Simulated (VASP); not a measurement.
Crystal: YN.

```
Y N
1.0
     3.44856    0.00000    0.00000
     1.72428    2.98654    0.00000
     1.72428    0.99551    2.81574
Y N
1 1
Direct
  0.00000 0.00000 0.00000
  0.50000 0.50000 0.50000
```

Base run:

* Program: VASP 6.6.1
* Functional: PBE
* Potentials or basis: VASP PAW PBE potentials, release 64 (Y_sv, N)
* Cutoff: 600 eV
* k mesh: 6 × 6 × 6
* Occupations: gaussian, width 0.01 eV
* Spin: no spin polarisation

Its results: band gap on the k mesh 0.16 eV, indirect (least direct gap 0.54 eV); pressure 2.8 GPa.

**Question.** The run is repeated on the same cell with these changes: functional from PBE to r2SCAN; cutoff from 600 eV to 660 eV. What comes out?

**Answer.** Band gap on the k mesh 0.57 eV, indirect (least direct gap 0.96 eV); pressure 2.2 GPa.

r2SCAN gives the wider gap, since meta-GGAs in the generalised Kohn-Sham scheme recover part of the derivative discontinuity.

Caveats: the PAW data sets were made with another functional, which shifts forces and pressure a little (some runs).

A k mesh can miss the band edges.
